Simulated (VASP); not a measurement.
# SiC7 in VASP: a series of runs

Runs on SiC7. Level: PBE. Tasks: single point.

Everything below comes from runs of VASP 6.6.1. Logs are shortened: lines on timing, memory, paths and dates and some standing lists are left out, and cuts for length are marked.

**1. The cell of the first run**

The typed cell holds 24 atoms: a = 5.444 Å, b = 5.393 Å, c = 6.584 Å, α = 89.91°, β = 90.00°, γ = 120.31°.

**2. Single point, PBE**

Contents of INCAR:

```
SYSTEM = SiC7
PREC = Accurate
ENCUT = 520
EDIFF = 1E-6
ISMEAR = 0
SIGMA = 0.1
LREAL = Auto
LASPH = .True.
NELM = 60
ALGO = Normal
ISIF = 2
LWAVE = .False.
LCHARG = .False.
GGA = PE
NBANDS = 66
ISYM = 0
```

Contents of KPOINTS:

```
Automatic mesh
0
Gamma
  3 3 2
  0 0 0.5
```

Contents of POSCAR:

```
SiC7
1.0
   -3.8498500002     -3.8498150875      0.0001439951
    0.0214141290      3.8282569634      3.7991324115
   -3.8036601167      3.8037691990     -3.7960587761
C Si
21 3
Direct
    0.5229611590     -0.0204501459      1.0170751296
   -0.0426573751      0.9796151164      0.0170406256
    0.8359903531      0.1714077180      0.6684130735
    0.6828929720      0.3405371678      0.3330695927
    0.1581969449      0.3405256616      0.3330811085
    0.0008233422      0.5011206675     -0.0086069498
    0.8484291641      0.6707712156      0.6575195543
    0.3228974763      0.6707545307      0.6575110888
    0.6684870092      0.8364334879      0.3581150132
    0.1603387970      0.8201288991      0.3222117466
    0.8305974990      0.1605383215      0.9189099320
    0.7050419060      0.3508244076      0.5721694309
    0.1463348204      0.3507968024      0.5721872613
    0.5077603393      0.5150022221      0.2859850356
    1.0016649191      0.5027750611      0.2335395508
    0.3117099640      0.6684596045      0.8995548515
    0.8572881410      0.6685187546      0.8995781312
    0.6711115911      0.8416292321      0.5890339359
    0.1544546567      0.8083062755      0.5555176536
    0.5087271801     -0.0076749553      0.2574327468
   -0.0158057404     -0.0076488815      0.2574139691
    0.3367838261      0.1729610455      0.6329591025
    0.5194044553      0.5382842686      1.0131147713
    0.3084758625      0.1161955214      0.9443885879
```

Potentials or basis: VASP PAW PBE potentials, release 64 (C, Si).

On the command line:

```
$ cat potpaw_PBE.64/C/POTCAR potpaw_PBE.64/Si/POTCAR > POTCAR
$ mpirun -np 1 vasp_std > vasp.out
```

OUTCAR:

```text
SYSTEM = SiC7
   PREC = Accurate
   ENCUT = 520
   EDIFF = 1E-6
   ISMEAR = 0
   LREAL = Auto
   LASPH = .True.
   NELM = 60
   ISIF = 2
   GGA = PE
   ISYM = 0

 ion  position               nearest neighbor table
   1  0.523  0.980  0.017-  20 1.59  11 1.59  16 1.67  24 1.73  23 2.37
   2  0.957  0.980  0.017-  21 1.59  11 1.59  17 1.67  24 1.73  23 2.37
   3  0.836  0.171  0.668-  13 1.59  12 1.59  18 1.62  11 1.65
   4  0.683  0.341  0.333-  12 1.58  15 1.63  14 1.67  20 1.70  22 2.56
   5  0.158  0.341  0.333-  13 1.58  15 1.63  14 1.67  21 1.70  22 2.56
   6  0.001  0.501  0.991-  16 1.58  17 1.58  15 1.59  11 1.66
   7  0.848  0.671  0.658-  19 1.59  17 1.59  12 1.60  18 1.70
   8  0.323  0.671  0.658-  19 1.59  16 1.59  13 1.60  18 1.70
   9  0.668  0.836  0.358-  18 1.52  14 1.57  20 1.62  21 1.62
  10  0.160  0.820  0.322-  19 1.54  15 1.59  21 1.69  20 1.69
  11  0.831  0.161  0.919-   2 1.59   1 1.59   3 1.65   6 1.66
  12  0.705  0.351  0.572-   4 1.58   3 1.59   7 1.60  22 1.78
  13  0.146  0.351  0.572-   5 1.58   3 1.59   8 1.60  22 1.78
  14  0.508  0.515  0.286-   9 1.57   5 1.67   4 1.67  23 1.80
  15  0.002  0.503  0.234-  10 1.59   6 1.59   5 1.63   4 1.63
  16  0.312  0.668  0.900-   6 1.58   8 1.59   1 1.67  23 1.77  24 2.44
  17  0.857  0.669  0.900-   6 1.58   7 1.59   2 1.67  23 1.77  24 2.44
  18  0.671  0.842  0.589-   9 1.52   3 1.62   7 1.70   8 1.70
  19  0.154  0.808  0.556-  10 1.54   8 1.59   7 1.59  22 1.77
  20  0.509  0.992  0.257-   1 1.59   9 1.62  10 1.69   4 1.70  24 2.57
  21  0.984  0.992  0.257-   2 1.59   9 1.62  10 1.69   5 1.70  24 2.57
  22  0.337  0.173  0.633-  19 1.77  12 1.78  13 1.78  24 2.07   5 2.56   4 2.56  23 3.03
  23  0.519  0.538  0.013-  16 1.77  17 1.77  14 1.80  24 2.02   1 2.37   2 2.37  22 3.03
  24  0.308  0.116  0.944-   1 1.73   2 1.73  23 2.02  22 2.07  16 2.44  17 2.44  20 2.57  21 2.57

IMPORTANT INFORMATION: All symmetrisations will be switched off!
NOSYMM: (Re-)initialisation of all symmetry stuff for point group C_1.

----------------------------------------------------------------------------------------

                                     Primitive cell

  volume of cell :     166.9027

  direct lattice vectors                    reciprocal lattice vectors
    -3.849850000 -3.849815088  0.000143995    -0.173653907 -0.086093972  0.087732793
     0.021414129  3.828256963  3.799132412    -0.087557445  0.087564802  0.175475433
    -3.803660117  3.803769199 -3.796058776    -0.087634926  0.087632437 -0.087810275

  length of vectors
     5.444485398  5.393460580  6.583809887     0.212755480  0.214768545  0.151888013

  position of ions in fractional coordinates (direct lattice)
     0.522961159  0.979549854  0.017075130
     0.957342625  0.979615116  0.017040626
     0.835990353  0.171407718  0.668413073
     0.682892972  0.340537168  0.333069593
     0.158196945  0.340525662  0.333081108
     0.000823342  0.501120667  0.991393050
[... 16 lines left out ...]
     0.519404455  0.538284269  0.013114771
     0.308475863  0.116195521  0.944388588

  ion indices of the primitive-cell ions
   primitive index   ion index
                 1           1
                 2           2
                 3           3
                 4           4
                 5           5
                 6           6
[... 16 lines left out ...]
                23          23
                24          24

----------------------------------------------------------------------------------------

 KPOINTS: Automatic mesh

Automatic generation of k-mesh.
 Grid dimensions read from file:
 generate k-points for:    3    3    2

 Generating k-lattice:

  Cartesian coordinates                     Fractional coordinates (reciprocal lattice)
    -0.057884636 -0.028697991  0.029244264     0.333333333  0.000000000  0.000000000
    -0.029185815  0.029188267  0.058491811     0.000000000  0.333333333  0.000000000
    -0.043817463  0.043816218 -0.043905137    -0.000000000  0.000000000  0.500000000

  Length of vectors
     0.070918493  0.071589515  0.075944007

  Shift w.r.t. Gamma in fractional coordinates (k-lattice)
     0.000000000  0.000000000  0.500000000

 Subroutine IBZKPT returns following result:
 ===========================================

 Found      9 irreducible k-points:

 Following reciprocal coordinates:
            Coordinates               Weight
  0.000000  0.000000  0.250000      2.000000
  0.333333 -0.000000  0.250000      2.000000
 -0.333333  0.000000  0.250000      2.000000
  0.000000  0.333333  0.250000      2.000000
  0.333333  0.333333  0.250000      2.000000
 -0.333333  0.333333  0.250000      2.000000
 -0.000000 -0.333333  0.250000      2.000000
  0.333333 -0.333333  0.250000      2.000000
 -0.333333 -0.333333  0.250000      2.000000
   k-points           NKPTS =      9   k-points in BZ     NKDIM =      9   number of bands    NBANDS=     66
   number of dos      NEDOS =    301   number of ions     NIONS =     24
   total plane-waves  NPLWV =  80000
   dimension x,y,z NGX =    40 NGY =   40 NGZ =   50
   dimension x,y,z NGXF=    80 NGYF=   80 NGZF=  100
   ions per type =              21   3
   NGX,Y,Z   is equivalent  to a cutoff of  12.21, 12.33, 12.63 a.u.
   NGXF,Y,Z  is equivalent  to a cutoff of  24.43, 24.66, 25.25 a.u.
 SYSTEM =  SiC7
   PREC   = accura    normal or accurate (medium, high low for compatibility)
   ISTART =      0    job   : 0-new  1-cont  2-samecut
   ICHARG =      2    charge: 1-file 2-atom 10-const
   ISPIN  =      1    spin polarized calculation?
   LNONCOLLINEAR =      F non collinear calculations
   LSORBIT =      F    spin-orbit coupling
   LASPH  =      T    aspherical Exc in radial PAW
   ENCUT  =  520.0 eV  38.22 Ry    6.18 a.u.  10.12 10.03 12.24*2*pi/ulx,y,z
   NELM   =     60;   NELMIN=  2; NELMDL= -5     # of ELM steps
   EDIFF  = 0.1E-05   stopping-criterion for ELM
   LREAL  =      T    real-space projection
   EDIFFG = 0.1E-04   stopping-criterion for IOM
   NSW    =      0    number of steps for IOM
   IBRION =     -1    ionic relax: 0-MD 1-quasi-New 2-CG
   NFREE  =      0    steps in history (QN), initial steepest desc. (CG)
   ISIF   =      2    stress and relaxation
   ISYM   =      0    0-nonsym 1-usesym 2-fastsym
   POTIM  = 0.5000    time-step for ionic-motion
   TEBEG  =    0.0;   TEEND  =   0.0 temperature during run
   PSTRESS=    0.0 pullay stress
   NELECT =      96.0000    total number of electrons
   NUPDOWN=      -1.0000    fix difference up-down
   EMIN   =  10.00;   EMAX   =-10.00  energy-range for DOS
   EFERMI =   0.00;   METHOD = LEGACY
   ISMEAR =     0;   SIGMA  =   0.10  broadening in eV -4-tet -1-fermi 0-gaus
   EFERMI_NEDOS =   21; number of points for ismear=-14 and -15
   IALGO  =     38    algorithm
   IMIX   =      4    mixing-type and parameters
     AMIX     =   0.40;   BMIX     =  1.00
     AMIX_MAG =   1.60;   BMIX_MAG =  1.00
  volume/ion in A,a.u.               =       6.95        46.93
  Fermi-wavevector in a.u.,A,eV,Ry     =   1.361478  2.572821 25.220079  1.853623
  Thomas-Fermi vector in A             =   2.488051
   LORBIT       =      0    0 simple, 1 ext, 2 COOP (PROOUT), +10 PAW based schemes
   GGA     = PE    functional components
   LHFCALC =     F    Hartree Fock is set to
   AEXX    =    0.0000 exact exchange contribution
   IVDW    =     0    specifies the selected vdW correction
   LEPSILON=     F    determine dielectric tensor
   LRPA    =     F    only Hartree local field effects (RPA)
 non-spin polarized calculation
 Gauss-broadening in eV      SIGMA  =   0.10
  energy-cutoff  :      520.00
  volume of cell :      166.90
 maximum number of plane-waves:      4514
   NGX = 21   NGY = 21   NGZ = 25

 number of electron      96.0000001 magnetization

 Free energy of the ion-electron system (eV)
  ---------------------------------------------------
  ext. energy  EPLUGINS =         0.00000000
  ---------------------------------------------------
  free energy    TOTEN  =      -193.42706028 eV

  energy without entropy =     -193.42706028  energy(sigma->0) =     -193.42706028

 E-fermi :  11.1680     XC(G=0): -12.5396

 val. band max:       10.7035121545   @ k =   0.0000   0.0000   0.2500
 cond. band min:      11.9367841751   @ k =  -0.0000  -0.3333   0.2500
 fundamental gap:      1.2332720206
 Fermi energy:        11.1679568381

 k-point     1 :       0.0000    0.0000    0.2500
  band No.  band energies     occupation
      1     -10.4768      2.00000
      2      -9.0815      2.00000
      3      -6.6764      2.00000
      4      -6.2740      2.00000
      5      -6.0803      2.00000
      6      -5.9463      2.00000
[... 52 lines left out ...]
     59      14.4189      0.00000
     60      14.5510      0.00000

 k-point     2 :       0.3333   -0.0000    0.2500
  band No.  band energies     occupation
      1      -9.9306      2.00000
      2      -8.6000      2.00000
      3      -8.1895      2.00000
      4      -6.9064      2.00000
      5      -6.4700      2.00000
      6      -6.3299      2.00000
[... 52 lines left out ...]
     59      15.2517      0.00000
     60      15.3623      0.00000

 k-point     3 :      -0.3333    0.0000    0.2500
  band No.  band energies     occupation
      1      -9.9332      2.00000
      2      -8.5947      2.00000
      3      -8.1551      2.00000
      4      -7.0343      2.00000
      5      -6.4855      2.00000
      6      -6.3589      2.00000
[... 52 lines left out ...]
     59      15.3543      0.00000
     60      15.5732      0.00000

 k-point     4 :       0.0000    0.3333    0.2500
  band No.  band energies     occupation
      1      -9.9135      2.00000
      2      -8.6189      2.00000
      3      -8.0955      2.00000
      4      -6.9236      2.00000
      5      -6.6820      2.00000
      6      -6.3533      2.00000
[... 52 lines left out ...]
     59      15.4733      0.00000
     60      15.6385      0.00000

 k-point     5 :       0.3333    0.3333    0.2500
  band No.  band energies     occupation
      1      -9.1031      2.00000
      2      -8.9425      2.00000
      3      -8.1166      2.00000
      4      -7.7808      2.00000
      5      -7.5536      2.00000
      6      -6.2984      2.00000
[... 52 lines left out ...]
     59      15.6206      0.00000
     60      15.9855      0.00000

 k-point     6 :      -0.3333    0.3333    0.2500
  band No.  band energies     occupation
      1      -9.9306      2.00000
      2      -8.5998      2.00000
      3      -8.1891      2.00000
      4      -6.9064      2.00000
      5      -6.4704      2.00000
      6      -6.3306      2.00000
[... 52 lines left out ...]
     59      15.2510      0.00000
     60      15.3630      0.00000

 k-point     7 :      -0.0000   -0.3333    0.2500
  band No.  band energies     occupation
      1      -9.9178      2.00000
      2      -8.5734      2.00000
      3      -8.1465      2.00000
      4      -6.8913      2.00000
      5      -6.6042      2.00000
      6      -6.4571      2.00000
[... 52 lines left out ...]
     59      15.2157      0.00000
     60      15.5783      0.00000

 k-point     8 :       0.3333   -0.3333    0.2500
  band No.  band energies     occupation
      1      -9.9332      2.00000
      2      -8.5947      2.00000
      3      -8.1548      2.00000
      4      -7.0341      2.00000
      5      -6.4859      2.00000
      6      -6.3592      2.00000
[... 52 lines left out ...]
     59      15.3553      0.00000
     60      15.5743      0.00000

 k-point     9 :      -0.3333   -0.3333    0.2500
  band No.  band energies     occupation
      1      -9.1031      2.00000
      2      -8.9425      2.00000
      3      -8.1164      2.00000
      4      -7.7809      2.00000
      5      -7.5536      2.00000
      6      -6.2985      2.00000
[... 52 lines left out ...]
     59      15.6203      0.00000
     60      15.9847      0.00000
 [bands above 60 left out]

------------------------ aborting loop because EDIFF is reached ----------------------------------------

  FORCE on cell =-STRESS in cart. coord.  units (eV):
  Direction    XX          YY          ZZ          XY          YZ          ZX
  --------------------------------------------------------------------------------------
  -------------------------------------------------------------------------------------
  Total        0.0227773      0.0070010     -0.0074407     -0.0979809     -0.0033135      0.0181264
  in kB        0.2186501      0.0672062     -0.0714270     -0.9405646     -0.0318077      0.1740035
  external PRESSURE =       0.0714764 kB  Pullay stress =       0.0000000 kB

 VOLUME and BASIS-vectors are now :
 -----------------------------------------------------------------------------
  energy-cutoff  :      520.00
  volume of cell :      166.90
      direct lattice vectors                 reciprocal lattice vectors
    -3.849850000 -3.849815088  0.000143995    -0.173653907 -0.086093972  0.087732793
     0.021414129  3.828256963  3.799132412    -0.087557445  0.087564802  0.175475433
    -3.803660117  3.803769199 -3.796058776    -0.087634926  0.087632437 -0.087810275

 POSITION                                       TOTAL-FORCE (eV/Angst)
 -----------------------------------------------------------------------------------
     -2.05729      1.80161      3.65670         0.016456      0.006290      0.005207
     -3.72946      0.12944      3.65714        -0.005760     -0.013346      0.000647
     -5.75718     -0.01973     -1.88601        -0.003507      0.002310     -0.012831
     -3.88863     -0.05843      0.02949         0.009149     -0.008472      0.007436
     -1.86867      1.96155      0.02933         0.008608     -0.009796      0.008331
     -3.76336      5.68628     -1.85956         0.001134     -0.002852     -0.014272
[... 16 lines left out ...]
     -2.03799      0.11096      1.99530        -0.002979      0.001036     -0.009595
     -4.77723      2.84949     -3.14347        -0.004865      0.005714      0.000906
 -----------------------------------------------------------------------------------
    total drift:                                0.037360     -0.035607      0.020454

  FREE ENERGIE OF THE ION-ELECTRON SYSTEM (eV)
  ---------------------------------------------------
  free  energy   TOTEN  =      -193.4270602822 eV

  energy  without entropy=     -193.4270602822  energy(sigma->0) =     -193.42706028
```

Wall time 3.8 min (1 thread of Intel Xeon Platinum 8259CL at 2.50GHz (Skylake/Cascade Lake), shared host); peak memory 0.28 GiB.

Results:

| Item | Value |
| --- | --- |
| Free energy | -193.4271 eV |
| Pressure | 0.0 GPa |
| Largest force | 0.034 eV/Å |
| Band gap on the k mesh | 1.23 eV (least direct gap 1.43 eV) |

Forces in eV/Å, atoms in the order of the input:
```
C    0.016  0.006  0.005
C   -0.006 -0.013  0.001
C   -0.004  0.002 -0.013
C    0.009 -0.008  0.007
C    0.009 -0.010  0.008
C    0.001 -0.003 -0.014
C    0.011  0.010 -0.001
C   -0.010 -0.008  0.000
C    0.003 -0.005  0.008
C    0.007 -0.005  0.012
C   -0.002  0.005  0.034
C    0.007  0.011 -0.004
C   -0.012 -0.008 -0.006
C    0.010 -0.015  0.013
C    0.007 -0.005  0.002
C   -0.009 -0.011 -0.007
C    0.007  0.007 -0.006
C   -0.014  0.015 -0.024
C   -0.006  0.011  0.011
C    0.002  0.008 -0.001
C   -0.007 -0.002 -0.004
Si  -0.011  0.012 -0.012
Si  -0.003  0.001 -0.010
Si  -0.005  0.006  0.001
```

Caveat: the k points lie up to 0.48 Å⁻¹ apart; a shifted mesh leaves out Γ, where band edges can lie.

**3. Single point, PBE**

Contents of INCAR:

```
ALGO = Normal
EDIFF = 1E-6
ENCUT = 520
GGA = PE
ISIF = 2
ISMEAR = 0
ISYM = 0
LASPH = T
LCHARG = T
LELF = T
LREAL = Auto
LVHAR = T
LWAVE = F
NBANDS = 66
NELM = 100
PREC = Accurate
SIGMA = 0.1
```

Contents of KPOINTS:

```
k-points
0
Gamma
  4 4 3
```

Contents of POSCAR:

```
SiC7
1.0
   -3.8490102366     -3.8488533845      0.0000633193
    0.0217645395      3.8270251564      3.7986440756
   -3.8035353543      3.8034443527     -3.7968283406
C Si
21 3
Direct
    0.5229393426      0.9795328401      0.0170386547
    0.9572953059      0.9795819781      0.0170125252
    0.8360090030      0.1714390329      0.6684467953
    0.6828755881      0.3404637884      0.3330538620
    0.1581592635      0.3404484618      0.3330460357
    0.0008388926      0.5011390731      0.9914427621
    0.8484242685      0.6707995936      0.6575786377
    0.3229094804      0.6707791415      0.6575682595
    0.6684741480      0.8363891199      0.3581462127
    0.1603506401      0.8201254277      0.3222517500
    0.8305949362      0.1605619822      0.9188480274
    0.7050897140      0.3508590108      0.5721476839
    0.1463263027      0.3508376422      0.5721442317
    0.5077598661      0.5149658358      0.2859637826
    0.0016653995      0.5027577903      0.2335291320
    0.3117214762      0.6685063702      0.8995695760
    0.8573396892      0.6685625299      0.8995929777
    0.6711123566      0.8416440129      0.5890270823
    0.1544349399      0.8082881968      0.5555464824
    0.5087003415      0.9922609271      0.2573796569
    0.9841728448      0.9922678205      0.2573651632
    0.3368109064      0.1730343916      0.6330571604
    0.5194265882      0.5383222157      0.0131348141
    0.3084779687      0.1162448158      0.9443236782
```

Potentials or basis: VASP PAW PBE potentials, release 64 (C, Si).

On the command line:

```
$ cat potpaw_PBE.64/C/POTCAR potpaw_PBE.64/Si/POTCAR > POTCAR
$ mpirun -np 1 vasp_std > vasp.out
```

It took 12 min on 1 thread of Intel Xeon Platinum 8259CL at 2.50GHz (Skylake/Cascade Lake), shared host; peak memory 0.36 GiB.

The run converged. Its results:

| Item | Value |
| --- | --- |
| Free energy | -193.4850 eV |
| Pressure | 0.1 GPa |
| Largest force | 0.040 eV/Å |
| Band gap on the k mesh | 1.20 eV (least direct gap 1.30 eV) |

Forces on the atoms (eV/Å):
```
C    0.033  0.008 -0.008
C   -0.010 -0.032 -0.012
C   -0.003  0.003 -0.018
C    0.013 -0.011  0.004
C    0.009 -0.013  0.004
C    0.001 -0.003 -0.019
C    0.013  0.003  0.001
C   -0.006 -0.012  0.004
C    0.010 -0.011  0.002
C    0.014 -0.012  0.016
C   -0.003  0.003  0.040
C    0.010  0.016 -0.006
C   -0.018 -0.010 -0.009
C    0.008 -0.011  0.010
C    0.010 -0.008  0.004
C   -0.028 -0.006  0.004
C    0.003  0.026  0.005
C   -0.015  0.017 -0.025
C   -0.008  0.013  0.015
C   -0.005  0.021  0.001
C   -0.018  0.008  0.000
Si  -0.007  0.007 -0.010
Si  -0.002  0.000  0.000
Si  -0.001  0.003 -0.001
```

Stress tensor (GPa, compression positive):
```
 0.11 -0.07 -0.01
-0.07  0.12  0.02
-0.01  0.02  0.10
```

Levels at points of the mesh, in eV from the valence-band top:
```csv
k point,band 46,band 47,band 48,band 49,band 50,band 51
"(0.00, 0.00, 0.00)",-1.83,-1.01,-0.01,1.29,1.36,1.75
"(0.50, 0.00, 0.00)",-2.77,-2.13,-0.84,2.39,2.66,2.94
"(0.00, 0.50, 0.00)",-2.98,-2.27,-1.94,1.98,2.64,3.05
"(0.50, 0.50, 0.00)",-2.77,-2.13,-0.84,2.39,2.66,2.94
```

A k mesh can miss the band edges.
